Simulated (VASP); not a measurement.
## Cu: single point with LDA

Crystal: Cu.

```
Cu
1.0
     0.00000    2.60832    2.60832
     2.60832    0.00000    2.60832
     2.60832    2.60832    0.00000
Cu
2
Direct
  0.12500 0.12500 0.12500
  0.87500 0.87500 0.87500
```

This cell differs from its parent crystal: volume scaled by 1.04.

- Program: VASP 6.6.1
- Task: single point
- Functional: LDA
- Potentials or basis: VASP PAW LDA potentials, release 64 (Cu)
- Cutoff: 520 eV
- k mesh: 12 × 12 × 12
- Occupations: fermi-dirac, width 0.1 eV
- Spin: no spin polarisation
- Dipole correction: no
- Further INCAR settings: ALGO = Normal; EDIFF = 1e-07; NBANDS = 18

| Item | Value |
| --- | --- |
| Pressure | -2.5 GPa |
| Band gap on the k mesh | zero (band 11 reaches 3.74 eV, above the bottom of band 12 at 2.71 eV) |

Levels at points of the mesh, in eV from the Fermi level:
| k point | band 8 | band 9 | band 10 | band 11 | band 12 | band 13 | band 14 | band 15 |
| --- | --- | --- | --- | --- | --- | --- | --- | --- |
| (0.00, 0.00, 0.00) | -2.01 | -2.01 | -1.27 | -1.27 | 10.26 | 10.26 | 10.26 | 11.12 |
| (0.50, 0.00, 0.00) | -1.76 | -1.65 | -1.38 | -1.38 | -0.36 | 7.40 | 7.40 | 11.65 |
| (0.50, 0.50, 0.00) | -2.19 | -1.28 | -1.28 | 0.25 | 0.25 | 3.84 | 3.84 | 8.29 |

Wall time 29 s on 1 thread of Intel(R) Xeon(R) Platinum 8488C (Sapphire Rapids), with other jobs on the host, peak memory 0.16 GiB.
